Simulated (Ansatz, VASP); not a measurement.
## Cd4Se3 in VASP and in Ansatz

The input INCAR:

```
SYSTEM = Cd4Se3
PREC = Accurate ; ENCUT = 520
EDIFF = 1E-6 ; ISMEAR = 0
SIGMA = 0.1 ; LREAL = .FALSE.
LASPH = .TRUE. ; NELM = 60
ALGO = Normal ; ISIF = 2
LWAVE = .FALSE. ; LCHARG = .FALSE.
GGA = PE ; NBANDS = 42
```

Contents of KPOINTS:

```
regular mesh
0
G
  2 2 2
  0 0 0
```

The input POSCAR:

```
Cd4Se3
1.0
    5.7927345681      0.0000000000      0.0000000000
    0.0000000000      5.7927345681      0.0000000000
    0.0000000000      0.0000000000      5.7927345681
Cd Se
4 3
Direct
    0.7075530148      0.7075530148      0.7075530148
    0.2924469852      0.2924469852      0.7075530148
    0.2924469852      0.7075530148      0.2924469852
    0.7075530148      0.2924469852      0.2924469852
    0.0000000000      0.0000000000      0.5000000000
    0.5000000000      0.0000000000      0.0000000000
    0.0000000000      0.5000000000      0.0000000000
```

Input for Ansatz:

```yaml
crystal:
  lattice:
    - [5.7927345681, 0.0, 0.0]
    - [0.0, 5.7927345681, 0.0]
    - [0.0, 0.0, 5.7927345681]
  atoms:
    - { symbol: Cd, position: [0.7075530148, 0.7075530148, 0.7075530148] }
    - { symbol: Cd, position: [0.2924469852, 0.2924469852, 0.7075530148] }
    - { symbol: Cd, position: [0.2924469852, 0.7075530148, 0.2924469852] }
    - { symbol: Cd, position: [0.7075530148, 0.2924469852, 0.2924469852] }
    - { symbol: Se, position: [0.0, 0.0, 0.5] }
    - { symbol: Se, position: [0.5, 0.0, 0.0] }
    - { symbol: Se, position: [0.0, 0.5, 0.0] }
basis:
  ecutwfc: 420
kpoints:
  mp_grid: { grid: [2, 2, 2] }
hamiltonian:
  xc: pbe
scf:
  occupations: { method: gaussian, width: 0.1 }
  lower_state_search: "off"
output:
  forces: true
  stress: true
  eigenvalues: true
```

Alike in both runs: task single point; functional PBE; k mesh 2 × 2 × 2; occupations gaussian, width 0.1 eV; no spin polarisation.

|  | VASP | Ansatz |
| --- | --- | --- |
| version | VASP 6.6.1 | Ansatz 0.2.0 |
| potentials or method | VASP PAW PBE potentials, release 64 (Cd, Se), cutoff 520 eV | scalar-relativistic, plane waves, PAW |
| valence electrons in the cell | 66 | 128 |

```csv
,VASP,Ansatz,Ansatz less VASP
gap on the k mesh at the Fermi level (eV),0.29,0.30,+0.006
least direct gap on the mesh (eV),0.29,0.30,+0.006
pressure (GPa),0.7,0.5,-0.29
rms of the force components (eV/Å),0.038,0.026,-0.0119
```

Atom by atom the forces differ by 0.012 eV/Å (rms over components). With one functional, cell and mesh, what is left measures potentials, basis and numerics. VASP's potentials hold 66 valence electrons a cell and Ansatz's 128, so a difference there can come from the potentials and not from the codes.

The k mesh is coarse, so the values compare programs but aren't converged.
